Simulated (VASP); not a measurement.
Crystal: P5C.

```
P C
1.0
     4.63506    0.00000    0.00000
    -2.31753    4.01408    0.00000
     0.00000    0.00000    6.29187
P C
5 1
Direct
  0.66667 0.33333 0.79599
  0.00000 0.00000 0.00000
  0.66667 0.33333 0.20401
  0.33333 0.66667 0.20401
  0.33333 0.66667 0.79599
  0.00000 0.00000 0.50000
```

Base run:

* Program: VASP 6.6.1
* Functional: PBE
* Potentials or basis: VASP PAW PBE potentials, release 64 (P, C)
* Cutoff: 520 eV
* k mesh: 6 × 6 × 4
* Occupations: gaussian, width 0.1 eV
* Spin: no spin polarisation

Its results: pressure -13.9 GPa; largest force 1.030 eV/Å.

The run is repeated on the same cell with these changes: spin from no spin polarisation to collinear spin, ferromagnetic start; further incar settings from ALGO = Normal; EDIFF = 1e-06; NBANDS = 24 to ALGO = Normal; EDIFF = 1e-06; NBANDS = 28. What comes out?

Pressure -12.7 GPa; net moment 1.68 μB per cell; site moments P +0.00, -0.03; C +0.82 μB; largest force 1.407 eV/Å.

Caveats: forces of over 1 eV/Å act on the atoms, so gaps and moduli don't describe the material at rest.
